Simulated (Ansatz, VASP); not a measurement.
# Two plane-wave programs on Pt

```
Pt
1.0
     0.00000    1.98514    1.98514
     1.98514    0.00000    1.98514
     1.98514    1.98514    0.00000
Pt
1
Direct
  0.00000 0.00000 0.00000
```

Alike in both runs: functional PBE; k mesh 18 × 18 × 18; occupations gaussian, width 0.1 eV; no spin polarisation.

Ansatz relaxed the structure, and its values are those at the end. VASP's run is a single point on that final structure, the one shown.

|  | VASP | Ansatz |
| --- | --- | --- |
| version | VASP 6.6.1 | Ansatz 0.2.0 |
| potentials or method | VASP PAW PBE potentials, release 64 (Pt), cutoff 500 eV | scalar-relativistic, plane waves, PAW |
| valence electrons in the cell | 10 | 18 |

|  | VASP | Ansatz | Ansatz less VASP |
| --- | --- | --- | --- |
| gap on the k mesh at the Fermi level (eV) | none | none | - |
| pressure (GPa) | -0.5 | 0.0 | +0.47 |

A gap of «none» marks a metal or a gap that the smearing closes. VASP's potentials hold 10 valence electrons a cell and Ansatz's 18, so a difference there can come from the potentials and not from the codes.

Spin-orbit coupling is off throughout.
